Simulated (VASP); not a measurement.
Input of a VASP 6.6.1 run:

File INCAR:

```
  PREC = Accurate
  ENCUT = 600
  EDIFF = 1E-6
  ISMEAR = 0
  SIGMA = 0.1
  LREAL = False
  LASPH = True
  NELM = 100
  ALGO = Normal
  ISIF = 3
  LWAVE = False
  LCHARG = False
  GGA = PE
  IBRION = 2
  NSW = 90
  EDIFFG = -0.04
```

KPOINTS

```
Automatic mesh
0
Gamma
  6 6 4
```

Contents of POSCAR:

```
TiSnTe3
1.0
    5.3813328400      0.0000000000      0.0000000000
   -2.6906664200      4.6603709400      0.0000000000
    0.0000000000      0.0000000000      7.1539287900
Ti Sn Te
1 1 3
Direct
    0.0000000000      0.0000000000      0.0000000000
    0.0000000000      0.0000000000      0.5000000000
    0.5000000000      0.0000000000      0.0000000000
    0.0000000000      0.5000000000      0.0000000000
    0.5000000000      0.5000000000      0.0000000000
```

Potentials or basis: VASP PAW PBE potentials, release 64 (Ti_sv, Sn_d, Te).

Command:

```console
$ cat potpaw_PBE.64/Ti_sv/POTCAR potpaw_PBE.64/Sn_d/POTCAR potpaw_PBE.64/Te/POTCAR > POTCAR
$ mpirun -np 1 vasp_std > vasp.out
```

What does it give for the space group after relaxing (to 0.05 Å)?

P6/mmm (No. 191).

Predict the relaxed volume.

35.89 Å³/atom.

Final structure:
```cif
data_structure
_symmetry_space_group_name_H-M 'P 1'
_symmetry_Int_Tables_number 1
_cell_length_a 6.1696
_cell_length_b 6.1696
_cell_length_c 5.4441
_cell_angle_alpha 90.000
_cell_angle_beta 90.000
_cell_angle_gamma 120.000
_cell_volume 179.46
loop_
_atom_site_label
_atom_site_type_symbol
_atom_site_fract_x
_atom_site_fract_y
_atom_site_fract_z
_atom_site_occupancy
Ti1 Ti 0.00000 0.00000 0.00000 1
Sn1 Sn 0.00000 0.00000 0.50000 1
Te1 Te 0.50000 0.00000 0.00000 1
Te2 Te 0.00000 0.50000 0.00000 1
Te3 Te 0.50000 0.50000 0.00000 1
```
